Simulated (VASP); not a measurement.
# IrO2 (P4_2/mnm) in VASP: further runs

Aim: see how the results for IrO2 move with the level of theory and the settings. Levels: PBE, PBEsol. Tasks: electric field gradients.

All numbers are computed with VASP 6.6.1; they aren't measurements. Logs are shortened: lines on timing, memory, paths and dates and some standing lists are left out, and cuts for length are marked.

### Step 1. The cell of the first run

It takes space group P4_2/mnm (No. 136, tetragonal). The conventional cell has a = 4.499 Å, b = 4.499 Å, c = 3.146 Å, α = 90.00°, β = 90.00°, γ = 90.00°. Within 2.6 Å of Ir (site symmetry mmm) lie 6 O at 1.98 Å. O (site symmetry m2m) has 3 Ir at 1.98 Å and 1 O at 2.41 Å within 2.6 Å.

### Step 2. Electric field gradients, PBE, collinear spin

INCAR

```
ALGO = Normal
EDIFF = 1E-8
ENCUT = 520
GGA = PE
GGA_COMPAT = False
ISIF = 2
ISMEAR = 1
ISPIN = 2
KPAR = 4
LASPH = True
LCHARG = False
LEFG = True
LMAXMIX = 4
LORBIT = 11
LREAL = False
LWAVE = False
MAGMOM = 1 1 0 0 0 0
NBANDS = 34
NELM = 200
PREC = Accurate
SIGMA = 0.01
```

KPOINTS

```
k-points
0
Gamma
  10 10 15
```

POSCAR

```
IrO2
1.0
    4.4990000000      0.0000000000      0.0000000000
    0.0000000000      4.4990000000      0.0000000000
    0.0000000000      0.0000000000      3.1460000000
Ir O
2 4
Direct
    0.0000000000      0.0000000000      0.0000000000
    0.5000000000      0.5000000000      0.5000000000
    0.3110000000      0.3110000000      0.0000000000
    0.1890000000      0.8110000000      0.5000000000
    0.6890000000      0.6890000000      0.0000000000
    0.8110000000      0.1890000000      0.5000000000
```

Potentials or basis: VASP PAW PBE potentials, release 64 (Ir, O).

Launch:

```sh
> cat potpaw_PBE.64/Ir/POTCAR potpaw_PBE.64/O/POTCAR > POTCAR
> mpirun -np 4 vasp_std > vasp.out
```

OUTCAR:

```text
EDIFF = 1E-8
   ENCUT = 520
   GGA = PE
   ISIF = 2
   ISMEAR = 1
   ISPIN = 2
   LASPH = True
   LORBIT = 11
   LREAL = False
   NELM = 200
   PREC = Accurate

 ion  position               nearest neighbor table
   1  0.000  0.000  0.000-   3 1.98   5 1.98   4 1.98   6 1.98   4 1.98   6 1.98
   2  0.500  0.500  0.500-   4 1.98   6 1.98   5 1.98   3 1.98   3 1.98   5 1.98
   3  0.311  0.311  0.000-   1 1.98   2 1.98   2 1.98
   4  0.189  0.811  0.500-   2 1.98   1 1.98   1 1.98
   5  0.689  0.689  0.000-   1 1.98   2 1.98   2 1.98
   6  0.811  0.189  0.500-   2 1.98   1 1.98   1 1.98

  LATTYP: Found a simple tetragonal cell.
 ALAT       =     4.4990000000
 C/A-ratio  =     0.6992665037

  Lattice vectors:

 A1 = (   4.4990000000,   0.0000000000,   0.0000000000)
 A2 = (   0.0000000000,   4.4990000000,   0.0000000000)
 A3 = (   0.0000000000,   0.0000000000,   3.1460000000)

Analysis of symmetry for initial positions (statically):
=====================================================================
 Subroutine PRICEL returns:
 Original cell was already a primitive cell.

 Routine SETGRP: Setting up the symmetry group for a
 simple tetragonal supercell.

 Subroutine GETGRP returns: Found 16 space group operations
 (whereof  8 operations were pure point group operations)
 out of a pool of 16 trial point group operations.

The static configuration has the point symmetry D_2h.
 The point group associated with its full space group is D_4h.

Analysis of symmetry for dynamics (positions and initial velocities):
=====================================================================
 Subroutine PRICEL returns:
 Original cell was already a primitive cell.

 Routine SETGRP: Setting up the symmetry group for a
 simple tetragonal supercell.

 Subroutine GETGRP returns: Found 16 space group operations
 (whereof  8 operations were pure point group operations)
 out of a pool of 16 trial point group operations.

The dynamic configuration has the point symmetry D_2h.
 The point group associated with its full space group is D_4h.

Analysis of structural, dynamic, and magnetic symmetry:
=====================================================================
 Subroutine PRICEL returns:
 Original cell was already a primitive cell.

 Routine SETGRP: Setting up the symmetry group for a
 simple tetragonal supercell.

 Subroutine GETGRP returns: Found 16 space group operations
 (whereof  8 operations were pure point group operations)
 out of a pool of 16 trial point group operations.

The overall configuration has the point symmetry D_2h.
 The point group associated with its full space group is D_4h.

 Subroutine INISYM returns: Found 16 space group operations
 (whereof  8 operations are pure point group operations),
 and found     1 'primitive' translations

----------------------------------------------------------------------------------------

                                     Primitive cell

  volume of cell :      63.6782

  direct lattice vectors                    reciprocal lattice vectors
     4.499000000  0.000000000  0.000000000     0.222271616  0.000000000  0.000000000
     0.000000000  4.499000000  0.000000000     0.000000000  0.222271616  0.000000000
     0.000000000  0.000000000  3.146000000     0.000000000  0.000000000  0.317863954

  length of vectors
     4.499000000  4.499000000  3.146000000     0.222271616  0.222271616  0.317863954

  position of ions in fractional coordinates (direct lattice)
     0.000000000  0.000000000  0.000000000
     0.500000000  0.500000000  0.500000000
     0.311000000  0.311000000  0.000000000
     0.189000000  0.811000000  0.500000000
     0.689000000  0.689000000  0.000000000
     0.811000000  0.189000000  0.500000000

  ion indices of the primitive-cell ions
   primitive index   ion index
                 1           1
                 2           2
                 3           3
                 4           4
                 5           5
                 6           6

----------------------------------------------------------------------------------------

 KPOINTS: k-points

Automatic generation of k-mesh.
 Grid dimensions read from file:
 generate k-points for:   10   10   15

 Generating k-lattice:

  Cartesian coordinates                     Fractional coordinates (reciprocal lattice)
     0.022227162  0.000000000  0.000000000     0.100000000  0.000000000  0.000000000
     0.000000000  0.022227162  0.000000000     0.000000000  0.100000000  0.000000000
     0.000000000  0.000000000  0.021190930     0.000000000  0.000000000  0.066666667

  Length of vectors
[... 54 lines left out ...]
   NELM   =    200;   NELMIN=  2; NELMDL= -5     # of ELM steps
   EDIFF  = 0.1E-07   stopping-criterion for ELM
   LREAL  =      F    real-space projection
   EDIFFG = 0.1E-06   stopping-criterion for IOM
   NSW    =      0    number of steps for IOM
   IBRION =     -1    ionic relax: 0-MD 1-quasi-New 2-CG
   NFREE  =      0    steps in history (QN), initial steepest desc. (CG)
   ISIF   =      2    stress and relaxation
   ISYM   =      2    0-nonsym 1-usesym 2-fastsym
   POTIM  = 0.5000    time-step for ionic-motion
   TEBEG  =    0.0;   TEEND  =   0.0 temperature during run
   PSTRESS=    0.0 pullay stress
   NELECT =      42.0000    total number of electrons
   NUPDOWN=      -1.0000    fix difference up-down
   EMIN   =  10.00;   EMAX   =-10.00  energy-range for DOS
   EFERMI =   0.00;   METHOD = LEGACY
   ISMEAR =     1;   SIGMA  =   0.01  broadening in eV -4-tet -1-fermi 0-gaus
   EFERMI_NEDOS =   21; number of points for ismear=-14 and -15
   IALGO  =     38    algorithm
   IMIX   =      4    mixing-type and parameters
     AMIX     =   0.40;   BMIX     =  1.00
     AMIX_MAG =   1.60;   BMIX_MAG =  1.00
  volume/ion in A,a.u.               =      10.61        71.62
  Fermi-wavevector in a.u.,A,eV,Ry     =   1.425042  2.692939 27.629963  2.030745
  Thomas-Fermi vector in A             =   2.545469
   LORBIT       =     11    0 simple, 1 ext, 2 COOP (PROOUT), +10 PAW based schemes
   GGA     = PE    functional components
   LHFCALC =     F    Hartree Fock is set to
   AEXX    =    0.0000 exact exchange contribution
   IVDW    =     0    specifies the selected vdW correction
   LEPSILON=     F    determine dielectric tensor
   LRPA    =     F    only Hartree local field effects (RPA)
 spin polarized calculation
 Methfessel and Paxton  Order N= 1 SIGMA  =   0.01
  energy-cutoff  :      520.00
  volume of cell :       63.68
 maximum number of plane-waves:      1740
 NGX is ok and might be reduce to    36
   NGX = 17   NGY = 17   NGZ = 11

 number of electron      42.0000009 magnetization       0.0000926

 number of electron      42.0000009 magnetization      -0.0000101

 Free energy of the ion-electron system (eV)
  ---------------------------------------------------
  ext. energy  EPLUGINS =         0.00000000
  ---------------------------------------------------
  free energy    TOTEN  =       -42.17216782 eV

  energy without entropy =      -42.17216134  energy(sigma->0) =      -42.17216566

 E-fermi :   6.2963     XC(G=0): -12.0303

 val. band max:        6.2906381083   @ k =   0.4000   0.1000   0.2000
 cond. band min:       6.2985468616   @ k =   0.4000   0.4000   0.0000
 fundamental gap:      0.0079087533
 Fermi energy:         6.2963135508

 spin component 1

 k-point     1 :       0.0000    0.0000    0.0000
  band No.  band energies     occupation
      1     -15.0457      1.00000
      2     -13.8562      1.00000
      3     -12.7053      1.00000
      4     -12.7053      1.00000
      5      -3.6209      1.00000
      6      -3.3946      1.00000
[... 853 lines left out ...]
     32      19.5509      0.00000
     33      21.1005      0.00000

 [... further k-points ...]

 spin component 2

 k-point     1 :       0.0000    0.0000    0.0000
  band No.  band energies     occupation
      1     -15.0457      1.00000
      2     -13.8562      1.00000
      3     -12.7053      1.00000
      4     -12.7053      1.00000
      5      -3.6209      1.00000
      6      -3.3946      1.00000
[... 853 lines left out ...]
     32      19.5509      0.00000
     33      21.1005      0.00000

 [... further k-points ...]

 [bands above 33 left out]

------------------------ aborting loop because EDIFF is reached ----------------------------------------

  FORCE on cell =-STRESS in cart. coord.  units (eV):
  Direction    XX          YY          ZZ          XY          YZ          ZX
  --------------------------------------------------------------------------------------
  -------------------------------------------------------------------------------------
  Total        2.8907796      2.8907796      6.6009451      0.0000000      0.0000000      0.0000000
  in kB       72.7335623     72.7335623    166.0833122      0.0000000      0.0000000      0.0000000
  external PRESSURE =     103.8501456 kB  Pullay stress =       0.0000000 kB

 VOLUME and BASIS-vectors are now :
 -----------------------------------------------------------------------------
  energy-cutoff  :      520.00
  volume of cell :       63.68
      direct lattice vectors                 reciprocal lattice vectors
     4.499000000  0.000000000  0.000000000     0.222271616  0.000000000  0.000000000
     0.000000000  4.499000000  0.000000000     0.000000000  0.222271616  0.000000000
     0.000000000  0.000000000  3.146000000     0.000000000  0.000000000  0.317863954

 POSITION                                       TOTAL-FORCE (eV/Angst)
 -----------------------------------------------------------------------------------
      0.00000      0.00000      0.00000         0.000000     -0.000000      0.000000
      2.24950      2.24950      1.57300         0.000000     -0.000000      0.000000
      1.39919      1.39919      0.00000        -0.466657     -0.466657      0.000000
      0.85031      3.64869      1.57300         0.466657     -0.466657      0.000000
      3.09981      3.09981      0.00000         0.466657      0.466657      0.000000
      3.64869      0.85031      1.57300        -0.466657      0.466657      0.000000
 -----------------------------------------------------------------------------------
    total drift:                                0.000000      0.000000     -0.000000

  FREE ENERGIE OF THE ION-ELECTRON SYSTEM (eV)
  ---------------------------------------------------
  free  energy   TOTEN  =       -42.1721678235 eV

  energy  without entropy=      -42.1721613409  energy(sigma->0) =      -42.17216566

 Electric field gradients (V/A^2)
---------------------------------------------------------------------
 ion       V_xx      V_yy      V_zz      V_xy      V_xz      V_yz
---------------------------------------------------------------------
   1     120.436   120.436  -240.872   -53.567     0.000    -0.000
   2     120.436   120.436  -240.872    53.567     0.000    -0.000
   3     -19.507   -19.507    39.014    76.921     0.000     0.000
   4     -19.507   -19.507    39.014   -76.921     0.000     0.000
   5     -19.507   -19.507    39.014    76.921     0.000     0.000
   6     -19.507   -19.507    39.014   -76.921    -0.000     0.000
---------------------------------------------------------------------

 Electric field gradients after diagonalization (V/A^2)
 (convention: |V_zz| > |V_xx| > |V_yy|)
----------------------------------------------------------------------
 ion       V_xx      V_yy      V_zz     asymmetry (V_yy - V_xx)/ V_zz
----------------------------------------------------------------------
   1     174.003    66.869  -240.872       0.445
   2     174.003    66.869  -240.872       0.445
   3      57.414    39.014   -96.428       0.191
   4      57.414    39.014   -96.428       0.191
   5      57.414    39.014   -96.428       0.191
   6      57.414    39.014   -96.428       0.191
----------------------------------------------------------------------

           NMR quadrupolar parameters

 Cq : quadrupolar parameter    Cq=e*Q*V_zz/h
 eta: asymmetry parameters     (V_yy - V_xx)/ V_zz
 Q  : nuclear electric quadrupole moment in mb (millibarn)
----------------------------------------------------------------------
 ion       Cq(MHz)       eta       Q (mb)
----------------------------------------------------------------------
   1      -0.582       0.445       1.000
   2      -0.582       0.445       1.000
   3      -0.233       0.191       1.000
   4      -0.233       0.191       1.000
   5      -0.233       0.191       1.000
   6      -0.233       0.191       1.000
----------------------------------------------------------------------

 total charge

# of ion       s       p       d       tot
------------------------------------------
    1        0.631   0.846   6.898   8.375
    2        0.631   0.846   6.898   8.375
    3        1.554   3.464   0.000   5.018
    4        1.554   3.464   0.000   5.018
    5        1.554   3.464   0.000   5.018
    6        1.554   3.464   0.000   5.018
--------------------------------------------------
tot          7.478  15.549  13.796  36.824

 magnetization (x)

# of ion       s       p       d       tot
------------------------------------------
    1       -0.000   0.000  -0.000  -0.000
    2       -0.000   0.000  -0.000  -0.000
    3       -0.000  -0.000   0.000  -0.000
    4       -0.000  -0.000   0.000  -0.000
    5       -0.000  -0.000   0.000  -0.000
    6       -0.000  -0.000   0.000  -0.000
--------------------------------------------------
tot         -0.000  -0.000  -0.000  -0.000
```

Run time: 4.8 min. Hardware: 4 MPI ranks of AMD EPYC 7R43 (Zen 3), shared host; peak memory 0.53 GiB.

What came out:

| Item | Value |
| --- | --- |
| Free energy | -42.1722 eV |
| Pressure | 10.4 GPa |
| Largest force | 0.660 eV/Å |
| Band gap on the k mesh | zero (filled and empty bands overlap) |
| Net moment | 0.00 μB per cell |
| Largest electric field gradient by atom | Ir -240.9; O -96.4 V/Å² |
| Valence electrons inside the program's atomic spheres | Ir 8.38; O 5.02 |

Forces on the atoms (eV/Å):
```
Ir   0.000  0.000  0.000
Ir   0.000  0.000  0.000
O   -0.467 -0.467  0.000
O    0.467 -0.467  0.000
O    0.467  0.467  0.000
O   -0.467  0.467  0.000
```

Electric field gradients, principal values (V/Å²):
| atom | least | middle | greatest (by size) |
| --- | --- | --- | --- |
| 1 Ir | 66.869 | 174.003 | -240.872 |
| 2 Ir | 66.869 | 174.003 | -240.872 |
| 3 O | 39.014 | 57.414 | -96.428 |
| 4 O | 39.014 | 57.414 | -96.428 |
| 5 O | 39.014 | 57.414 | -96.428 |
| 6 O | 39.014 | 57.414 | -96.428 |

Caveat: the stress differs along the axes, from 7 to 17 GPa; without QUAD_EFG the Cq values of the log hold for a quadrupole moment of 1 mb, not for the nuclei; spin-orbit coupling is left out, which moves the levels of the heavy elements.

(Continued in part 2 of 2.)
